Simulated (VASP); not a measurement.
Here is a VASP 6.6.1 calculation.

File INCAR:

```
SYSTEM = RbHg
ALGO = Fast
EDIFF = 1E-6
EDIFFG = -0.01
ENCUT = 600
GGA = PE
IBRION = 2
ISIF = 3
ISMEAR = 0
LASPH = .TRUE.
LCHARG = .FALSE.
LREAL = .FALSE.
LWAVE = .FALSE.
NELM = 100
NSW = 100
PREC = Accurate
SIGMA = 0.1
```

The input KPOINTS:

```
k-points
0
G
  12 12 12
  0 0 0
```

POSCAR

```
RbHg
1.0
    4.9340592116      0.0000000000      0.0000000000
   -2.4670296058      4.2730206210      0.0000000000
    0.0000000000      0.0000000000      4.9249615085
Rb Hg
1 1
Direct
    0.6666666667      0.3333333333      0.5000000000
    0.3333333333      0.6666666667      0.0000000000
```

Potentials or basis: VASP PAW PBE potentials, release 64 (Rb_sv, Hg).

Launch:

```bash
$ cat potpaw_PBE.64/Rb_sv/POTCAR potpaw_PBE.64/Hg/POTCAR > POTCAR
$ mpirun -np 1 vasp_std > vasp.out
```

Q: Predict the relaxed cell.

A: a = 5.011 Å, b = 5.011 Å, c = 4.814 Å, α = 90.00°, β = 90.00°, γ = 120.00°.

Q: Predict the space group after relaxing (to 0.05 Å).

A: P-6m2 (No. 187).

Q: Predict the relaxed volume.

A: 52.34 Å³/atom.

Final structure:
```cif
data_structure
_symmetry_space_group_name_H-M 'P 1'
_symmetry_Int_Tables_number 1
_cell_length_a 5.0107
_cell_length_b 5.0107
_cell_length_c 4.8144
_cell_angle_alpha 90.000
_cell_angle_beta 90.000
_cell_angle_gamma 120.000
_cell_volume 104.68
loop_
_atom_site_label
_atom_site_type_symbol
_atom_site_fract_x
_atom_site_fract_y
_atom_site_fract_z
_atom_site_occupancy
Rb1 Rb 0.66667 0.33333 0.50000 1
Hg1 Hg 0.33333 0.66667 0.00000 1
```
